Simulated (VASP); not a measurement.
Write the native input for VASP 6.6.1 that does the following.

```yaml
Task: single point
Functional: LDA
Potentials_or_basis: VASP PAW LDA potentials, release 64 (Ni)
Cutoff: 520 eV
k_mesh: 20 × 20 × 20
Occupations: fermi-dirac, width 0.05 eV
Spin: collinear spin, ferromagnetic start
Starting_moments: "[1.5] μB"
Dipole_correction: no
Further_INCAR_settings: ALGO = Normal; EDIFF = 1e-07; NBANDS = 15
```

The structure of Ni lies in POSCAR:

```
Ni
1.0
    0.0000000000      1.7440558547      1.7440558547
    1.7440558547      0.0000000000      1.7440558547
    1.7440558547      1.7440558547      0.0000000000
Ni
1
Direct
    0.0000000000      0.0000000000      0.0000000000
```

These files were run (other wordings do the same):

INCAR

```
SYSTEM = Ni
ALGO = Normal
EDIFF = 1E-7
ENCUT = 520
ISIF = 2
ISMEAR = -1
ISPIN = 2
LASPH = .TRUE.
LCHARG = .FALSE.
LMAXMIX = 4
LORBIT = 11
LREAL = .FALSE.
LWAVE = .FALSE.
MAGMOM = 1.5
NBANDS = 15
NELM = 150
PREC = Accurate
SIGMA = 0.05
```

KPOINTS

```
k-points
0
G
  20 20 20
  0 0 0
```

Potentials or basis: VASP PAW LDA potentials, release 64 (Ni).

The run is started by

```console
$ cat potpaw_LDA.64/Ni/POTCAR > POTCAR
$ mpirun -np 1 vasp_std > vasp.out
```

Results of the run:

| Quantity | Value |
| --- | --- |
| Pressure | -12.3 GPa |
| Net moment | 0.60 μB per cell |
| Site moments | Ni +0.61 μB |
| Valence electrons inside the program's atomic spheres | Ni 9.37 |

Caveat: the cell stands under tension.

Wall time 53 s on 1 thread of Intel(R) Xeon(R) Platinum 8488C (Sapphire Rapids) (shared host), peak memory 0.16 GiB.
